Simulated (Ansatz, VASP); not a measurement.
C in VASP and in Ansatz

```
C
1.0
     0.00000    1.92607    1.78340
     1.92607    0.00000    1.78340
     1.92607    1.92607    0.00000
C
2
Direct
  0.50000 0.50000 0.50000
  0.75000 0.75000 0.75000
```

Change from the starting cell: strain +0.080 along x and y, +0.000 along z, atoms carried along.

Alike in both runs: task single point; functional PBEsol; k mesh 12 × 12 × 12; occupations gaussian, width 0.05 eV; no spin polarisation.

|  | VASP | Ansatz |
| --- | --- | --- |
| version | VASP 6.6.1 | Ansatz 0.2.0 |
| potentials or method | VASP PAW PBE potentials, release 64 (C), cutoff 520 eV | scalar-relativistic, plane waves, PAW |
| valence electrons in the cell | 8 | 8 |

```tsv
	VASP	Ansatz	Ansatz less VASP
gap on the k mesh at the Fermi level (eV)	2.01	2.01	+0.005
least direct gap on the mesh (eV)	3.95	3.96	+0.003
pressure (GPa)	-53.8	-54.3	-0.45
traceless stress, the component that is largest in VASP (GPa)	36.51	36.53	+0.020
```

VASP's potentials were made for PBE, not for PBEsol. Both programs put the cell under strong tension, so it lies far from rest at this level.

Noted on VASP's run: the cell as given lies far from equilibrium.
